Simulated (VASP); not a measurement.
A run of VASP 6.6.1 is set up as follows.

The input INCAR:

```
  PREC = Accurate
  ENCUT = 520
  EDIFF = 1E-7
  ISMEAR = 0
  SIGMA = 0.1
  LREAL = False
  LASPH = True
  NELM = 60
  ALGO = Fast
  ISIF = 2
  LWAVE = False
  LCHARG = False
  GGA = PE
  IVDW = 12
  NBANDS = 32
```

KPOINTS

```
regular mesh
0
Gamma
  18 18 6
```

The input POSCAR:

```
Hg
1.0
    2.9383334008      0.0000000000      0.0000000000
   -1.4691667004      2.5446713699      0.0000000000
    0.0000000000      0.0000000000      9.7945316991
Hg
4
Direct
    0.0000000000      0.0000000000      0.0000000000
    0.3333333333      0.6666666667      0.2500000000
    0.0000000000      0.0000000000      0.5000000000
    0.6666666667      0.3333333333      0.7500000000
```

Potentials or basis: VASP PAW PBE potentials, release 64 (Hg).

Launch:

```console
$ cat potpaw_PBE.64/Hg/POTCAR > POTCAR
$ mpirun -np 1 vasp_std > vasp.out
```

Problem. Predict the pressure.

Solution. 26.3 GPa.

Problem. Predict the band gap on the k mesh.

Solution. Zero (bands 24 and 25 overlap by 2.15 eV).

Stress tensor (GPa, compression positive):
```
26.36  0.00  0.00
 0.00 26.36  0.00
 0.00  0.00 26.13
```

Caveat: the cell stands under pressure; spin-orbit coupling is left out, which moves the levels of the heavy elements.
